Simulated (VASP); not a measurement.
Wanted: the native input for a VASP 6.6.1 run.

```yaml
Task: single point
Functional: PBE
Potentials_or_basis: VASP PAW PBE potentials, release 64 (C)
Cutoff: 520 eV
k_mesh: 12 × 12 × 12
Occupations: gaussian, width 0.05 eV
Spin: no spin polarisation
Dipole_correction: no
Further_INCAR_settings: ALGO = Normal; EDIFF = 1e-07; NBANDS = 11
```

The structure of C lies in POSCAR:

```
C
1.0
    0.0000000000      1.8695536520      1.8250582751
    1.8695536520      0.0000000000      1.8250582751
    1.8695536520      1.8695536520      0.0000000000
C
2
Direct
    0.5000000000      0.5000000000      0.5000000000
    0.7500000000      0.7500000000      0.7500000000
```

This cell differs from its parent crystal: volume 6.379 Å^3 an atom, c/a of the conventional cell 0.9762.

One way to write it, as run:

INCAR

```
  PREC = Accurate
  ENCUT = 520
  EDIFF = 1E-7
  ISMEAR = 0
  SIGMA = 0.05
  LREAL = F
  LASPH = T
  NELM = 80
  ALGO = Normal
  ISIF = 2
  LWAVE = F
  LCHARG = F
  GGA = PE
  NBANDS = 11
```

KPOINTS

```
Automatic mesh
0
Gamma
  12 12 12
```

Potentials or basis: VASP PAW PBE potentials, release 64 (C).

The run is started by

```bash
$ cat potpaw_PBE.64/C/POTCAR > POTCAR
$ mpirun -np 1 vasp_std > vasp.out
```

Results of the run:

```json
{"Pressure": "-39.4 GPa", "Band gap on the k mesh": "3.34 eV, indirect (least direct gap 4.87 eV)"}
```

Run time: 13 s on 1 thread of Intel Xeon 6975P-C, on a shared host, peak memory 0.13 GiB.
